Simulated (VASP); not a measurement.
Here is a VASP 6.6.1 calculation.

Contents of INCAR:

```
PREC = Accurate
ENCUT = 520
EDIFF = 1E-6
ISMEAR = 0
SIGMA = 0.1
LREAL = F
LASPH = T
NELM = 60
ALGO = Normal
ISIF = 2
LWAVE = F
LCHARG = T
GGA = PE
LELF = T
LVHAR = T
NBANDS = 15
```

Contents of KPOINTS:

```
Automatic mesh
0
Gamma
  12 12 8
```

The input POSCAR:

```
BaH4
1.0
    4.1457839523      0.0000000000      0.0000000000
   -2.0728919762      3.5903542213      0.0000000000
    0.0000000000      0.0000000000      5.0388150052
Ba H
1 4
Direct
    0.6666666667      0.3333333333      0.0000000000
    0.5621869076      0.4378130924      0.5000000000
    0.5621869076      0.1243738153      0.5000000000
    0.8756261847      0.4378130924      0.5000000000
    0.0000000000      0.0000000000      0.0000000000
```

Potentials or basis: VASP PAW PBE potentials, release 64 (Ba_sv, H).

Run with:

```sh
$ cat potpaw_PBE.64/Ba_sv/POTCAR potpaw_PBE.64/H/POTCAR > POTCAR
$ mpirun -np 1 vasp_std > vasp.out
```

(1) What does it give for the largest force?

(2) What does it give for the pressure?

(3) What does it give for the band gap on the k mesh?

Answers

(1) 0.016 eV/Å.

(2) 0.5 GPa.

(3) zero (bands 7 and 8 overlap by 2.58 eV).

Caveat: spin-orbit coupling is left out, which moves the levels of the heavy elements.
